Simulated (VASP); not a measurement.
# Al (I4_1/amd) in VASP: notebook

Al is run at these levels: PBE; tasks: single point.

All numbers are computed with VASP 6.6.1; they aren't measurements. Logs are shortened: lines on timing, memory, paths and dates and some standing lists are left out, and cuts for length are marked.

**1. The cell of the first run**

Symmetry: I4_1/amd, No. 141, tetragonal system. Conventional cell: a = 4.633 Å, b = 4.633 Å, c = 2.407 Å, α = 90.00°, β = 90.00°, γ = 90.00°. Al (site symmetry -4m2) has 10 Al at 2.39 to 2.94 Å within 3.2 Å.

**2. Single point, PBE**

File INCAR:

```
  PREC = Accurate
  ENCUT = 520
  EDIFF = 1E-6
  ISMEAR = -1
  SIGMA = 0.1
  LREAL = F
  LASPH = T
  NELM = 100
  ALGO = Normal
  ISIF = 2
  LWAVE = F
  LCHARG = F
  GGA = PE
  NBANDS = 10
```

File KPOINTS:

```
Automatic mesh
0
Gamma
  18 18 18
```

File POSCAR:

```
Al
1.0
   -2.3163131566      2.3163131566      1.2033138848
    2.3163131566     -2.3163131566      1.2033138848
    2.3163131566      2.3163131566     -1.2033138848
Al
2
Direct
   -0.3750000000     -0.1250000000     -0.2500000000
    0.3750000000      0.1250000000      0.2500000000
```

Potentials or basis: VASP PAW PBE potentials, release 64 (Al).

Started as:

```console
> cat potpaw_PBE.64/Al/POTCAR > POTCAR
> mpirun -np 1 vasp_std > vasp.out
```

OUTCAR:

```text
PREC = Accurate
   ENCUT = 520
   EDIFF = 1E-6
   ISMEAR = -1
   LREAL = F
   LASPH = T
   NELM = 100
   ISIF = 2
   GGA = PE

 ion  position               nearest neighbor table
   1  0.625  0.875  0.750-   2 2.39   2 2.39   2 2.39   2 2.39   2 2.94   2 2.94   2 2.94   2 2.94

   2  0.375  0.125  0.250-   1 2.39   1 2.39   1 2.39   1 2.39   1 2.94   1 2.94   1 2.94   1 2.94

  LATTYP: Found a body centered tetragonal cell.
 ALAT       =     4.6326263132
 C/A-ratio  =     0.5194953374

  Lattice vectors:

 A1 = (  -2.3163131566,   2.3163131566,   1.2033138848)
 A2 = (   2.3163131566,  -2.3163131566,   1.2033138848)
 A3 = (   2.3163131566,   2.3163131566,  -1.2033138848)

Analysis of symmetry for initial positions (statically):
=====================================================================
 Subroutine PRICEL returns:
 Original cell was already a primitive cell.

 Routine SETGRP: Setting up the symmetry group for a
 body centered tetragonal supercell.

 Subroutine GETGRP returns: Found 16 space group operations
 (whereof  4 operations were pure point group operations)
 out of a pool of 16 trial point group operations.

The static configuration has the point symmetry C_2h.
 The point group associated with its full space group is D_4h.

Analysis of symmetry for dynamics (positions and initial velocities):
=====================================================================
 Subroutine PRICEL returns:
 Original cell was already a primitive cell.

 Routine SETGRP: Setting up the symmetry group for a
 body centered tetragonal supercell.

 Subroutine GETGRP returns: Found 16 space group operations
 (whereof  4 operations were pure point group operations)
 out of a pool of 16 trial point group operations.

The dynamic configuration has the point symmetry C_2h.
 The point group associated with its full space group is D_4h.

 Subroutine INISYM returns: Found 16 space group operations
 (whereof  4 operations are pure point group operations),
 and found     1 'primitive' translations

----------------------------------------------------------------------------------------

                                     Primitive cell

  volume of cell :      25.8246

  direct lattice vectors                    reciprocal lattice vectors
    -2.316313157  2.316313157  1.203313885     0.000000000  0.215860277  0.415519181
     2.316313157 -2.316313157  1.203313885     0.215860277  0.000000000  0.415519181
[... 86 lines left out ...]
   LREAL  =      F    real-space projection
   EDIFFG = 0.1E-04   stopping-criterion for IOM
   NSW    =      0    number of steps for IOM
   IBRION =     -1    ionic relax: 0-MD 1-quasi-New 2-CG
   NFREE  =      0    steps in history (QN), initial steepest desc. (CG)
   ISIF   =      2    stress and relaxation
   ISYM   =      2    0-nonsym 1-usesym 2-fastsym
   POTIM  = 0.5000    time-step for ionic-motion
   TEBEG  =    0.0;   TEEND  =   0.0 temperature during run
   PSTRESS=    0.0 pullay stress
   NELECT =       6.0000    total number of electrons
   NUPDOWN=      -1.0000    fix difference up-down
   EMIN   =  10.00;   EMAX   =-10.00  energy-range for DOS
   EFERMI =   0.00;   METHOD = LEGACY
   ISMEAR =    -1;   SIGMA  =   0.10  broadening in eV -4-tet -1-fermi 0-gaus
   EFERMI_NEDOS =   21; number of points for ismear=-14 and -15
   IALGO  =     38    algorithm
   IMIX   =      4    mixing-type and parameters
     AMIX     =   0.40;   BMIX     =  1.00
     AMIX_MAG =   1.60;   BMIX_MAG =  1.00
  volume/ion in A,a.u.               =      12.91        87.14
  Fermi-wavevector in a.u.,A,eV,Ry     =   1.006423  1.901865 13.781181  1.012888
  Thomas-Fermi vector in A             =   2.139165
   LORBIT       =      0    0 simple, 1 ext, 2 COOP (PROOUT), +10 PAW based schemes
   GGA     = PE    functional components
   LHFCALC =     F    Hartree Fock is set to
   AEXX    =    0.0000 exact exchange contribution
   IVDW    =     0    specifies the selected vdW correction
   LEPSILON=     F    determine dielectric tensor
   LRPA    =     F    only Hartree local field effects (RPA)
 non-spin polarized calculation
  energy-cutoff  :      520.00
  volume of cell :       25.82
 maximum number of plane-waves:       713
 NGX is ok and might be reduce to    28
   NGX = 13   NGY = 13   NGZ = 13

 number of electron       6.0000000 magnetization

 Free energy of the ion-electron system (eV)
  ---------------------------------------------------
  ext. energy  EPLUGINS =         0.00000000
  ---------------------------------------------------
  free energy    TOTEN  =        -5.41802029 eV

  energy without entropy =       -5.39049469  energy(sigma->0) =       -5.40425749

 E-fermi :  10.5839     XC(G=0): -11.0974

 val. band max:       10.5836087171   @ k =   0.3889   0.2778   0.0556
 cond. band min:      10.5842073136   @ k =  -0.2222  -0.4444   0.0556
 fundamental gap:      0.0005985965
 Fermi energy:        10.5838593725

 k-point     1 :       0.0000    0.0000    0.0000
  band No.  band energies     occupation
      1      -2.1451      2.00000
      2      10.0377      1.99154
      3      10.0377      1.99154
      4      11.6148      0.00007
      5      12.3242      0.00000
      6      20.0738      0.00000
      7      22.4641      0.00000
      8      24.0110      0.00000
      9      24.0110      0.00000
     10      27.8927      0.00000
[... 287 lines left out ...]
 k-point    24 :      -0.2222    0.0556   -0.0000
  band No.  band energies     occupation
      1      -1.0807      2.00000
      2       8.3064      2.00000
      3       9.6445      1.99983
      4      14.0612      0.00000
      5      15.2332      0.00000
      6      17.7863      0.00000
      7      18.7404      0.00000
      8      21.0489      0.00000
      9      21.9961      0.00000
     10      23.7987      0.00000

 [... further k-points ...]
[... 5 lines left out ...]
  --------------------------------------------------------------------------------------
  -------------------------------------------------------------------------------------
  Total        8.7180937      8.7180937      8.7210762      0.0000000      0.0000000     -0.0000000
  in kB      540.8771682    540.8771682    541.0622054      0.0000000      0.0000000     -0.0000000
  external PRESSURE =     540.9388473 kB  Pullay stress =       0.0000000 kB

 VOLUME and BASIS-vectors are now :
 -----------------------------------------------------------------------------
  energy-cutoff  :      520.00
  volume of cell :       25.82
      direct lattice vectors                 reciprocal lattice vectors
    -2.316313157  2.316313157  1.203313885     0.000000000  0.215860277  0.415519181
     2.316313157 -2.316313157  1.203313885     0.215860277  0.000000000  0.415519181
     2.316313157  2.316313157 -1.203313885     0.215860277  0.215860277  0.000000000

 POSITION                                       TOTAL-FORCE (eV/Angst)
 -----------------------------------------------------------------------------------
      2.31631      1.15816      0.90249        -0.000000      0.000000      0.000000
     -0.00000      1.15816      0.30083         0.000000     -0.000000     -0.000000
 -----------------------------------------------------------------------------------
    total drift:                               -0.000000      0.000000     -0.000000

  FREE ENERGIE OF THE ION-ELECTRON SYSTEM (eV)
  ---------------------------------------------------
  free  energy   TOTEN  =        -5.4180202911 eV

  energy  without entropy=       -5.3904946852  energy(sigma->0) =       -5.40425749
```

It took 88 s on 1 thread of Intel Xeon 6975P-C, shared host; peak memory 0.23 GiB.

What came out:

```
Free energy            : -5.4180 eV
Pressure               : 54.1 GPa
Band gap on the k mesh : zero (band 3 reaches 13.90 eV, above the bottom of band 4 at 4.63 eV)
```

**3. Single point, PBE**

File INCAR:

```
SYSTEM = Al
ALGO     = Normal         ! electronic algorithm
EDIFF    = 1E-6           ! SCF threshold, eV
ENCUT    = 520            ! plane-wave cutoff, eV
GGA      = PE             ! functional
ISIF     = 2              ! what is computed and relaxed
ISMEAR   = -1             ! smearing method
LASPH    = .True.         ! aspherical terms in the spheres
LCHARG   = .False.        ! write CHGCAR
LREAL    = .False.        ! projectors in reciprocal space
LWAVE    = .False.        ! write WAVECAR
NBANDS   = 10             ! bands
NELM     = 80             ! most SCF steps
PREC     = Accurate       ! precision mode
SIGMA    = 0.1            ! smearing width, eV
```

File KPOINTS:

```
k-points
0
Gamma
  18 18 18
  0 0 0
```

File POSCAR:

```
Al
1.0
   -2.3154956448      2.3154956448      1.2028937929
    2.3154956448     -2.3154956448      1.2028937929
    2.3154956448      2.3154956448     -1.2028937929
Al
2
Direct
   -0.3750000000     -0.1250000000     -0.2500000000
    0.3750000000      0.1250000000      0.2500000000
```

Potentials or basis: VASP PAW PBE potentials, release 64 (Al).

Started as:

```console
> cat potpaw_PBE.64/Al/POTCAR > POTCAR
> mpirun -np 1 vasp_std > vasp.out
```

Wall time 96 s (1 thread of Intel Xeon 6975P-C, shared host); peak memory 0.23 GiB.

The run converged. Its results:

```yaml
Free_energy: -5.4088 eV
Pressure: 54.3 GPa
Band_gap_on_the_k_mesh: zero (band 3 reaches 13.91 eV, above the bottom of band 4 at 4.64 eV)
```

Levels at points of the mesh, in eV from the Fermi level:
| k point | band 1 | band 2 | band 3 | band 4 | band 5 | band 6 |
| --- | --- | --- | --- | --- | --- | --- |
| (0.00, 0.00, 0.00) | -12.74 | -0.55 | -0.55 | 1.03 | 1.74 | 9.49 |
| (0.50, 0.00, 0.00) | -5.27 | -4.57 | 0.60 | 0.98 | 1.56 | 2.62 |
| (0.50, 0.50, 0.00) | -9.35 | -9.35 | 2.35 | 2.35 | 4.59 | 4.59 |
| (0.50, 0.50, 0.50) | -6.15 | -6.15 | -5.96 | -5.96 | 10.25 | 10.25 |
